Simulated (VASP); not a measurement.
GaP: electric field gradients with LDA

The system is GaP.

```
Ga P
1.0
     0.00000    2.80701    2.72525
     2.80701    0.00000    2.72525
     2.80701    2.80701    0.00000
Ga P
1 1
Direct
  0.00000 0.00000 0.00000
  0.75000 0.75000 0.75000
```

This cell differs from its parent crystal: equal xx and yy strain of +3 %.

```yaml
Program: VASP 6.6.1
Task: electric field gradients
Functional: LDA
Potentials_or_basis: VASP PAW LDA potentials, release 64 (Ga_d, P)
Cutoff: 520 eV
k_mesh: 10 × 10 × 10
Occupations: fermi-dirac, width 0.05 eV
Spin: no spin polarisation
Dipole_correction: no
Further_INCAR_settings: ALGO = Normal; EDIFF = 1e-08; NBANDS = 16
```

```yaml
Pressure: -6.7 GPa
Band_gap_on_the_k_mesh: 1.05 eV, direct
```

Stress tensor (GPa, compression positive):
```
-7.37  0.00  0.00
 0.00 -7.37  0.00
 0.00  0.00 -5.23
```

Levels at points of the mesh, in eV from the valence-band top:
| k point | band 5 | band 6 | band 7 | band 8 | band 9 | band 10 | band 11 | band 12 | band 13 | band 14 |
| --- | --- | --- | --- | --- | --- | --- | --- | --- | --- | --- |
| (0.00, 0.00, 0.00) | -14.63 | -12.18 | -0.15 | -0.15 | 0.00 | 1.05 | 3.66 | 3.73 | 3.73 | 8.13 |
| (0.50, 0.00, 0.00) | -14.62 | -10.28 | -6.49 | -1.26 | -1.03 | 1.22 | 4.43 | 4.66 | 7.83 | 10.11 |
| (0.50, 0.50, 0.00) | -14.61 | -9.37 | -6.55 | -2.74 | -2.74 | 1.39 | 1.44 | 9.90 | 9.90 | 10.50 |
| (0.50, 0.00, 0.50) | -14.62 | -9.48 | -6.73 | -2.55 | -2.53 | 1.57 | 1.72 | 9.83 | 9.89 | 10.24 |

Electric field gradients, principal values (V/Å²):
```tsv
atom	least	middle	greatest (by size)
1 Ga	-2.594	-2.597	5.192
2 P	1.634	1.634	-3.268
```

Run time: 35 s on 1 thread of Intel(R) Xeon(R) 6975P-C (Granite Rapids), with other jobs on the host, peak memory 0.19 GiB.

Caveat: the cell differs from its parent crystal (equal xx and yy strain of +3 %); without QUAD_EFG the Cq values of the log hold for a quadrupole moment of 1 mb, not for the nuclei. A k mesh can miss the band edges.
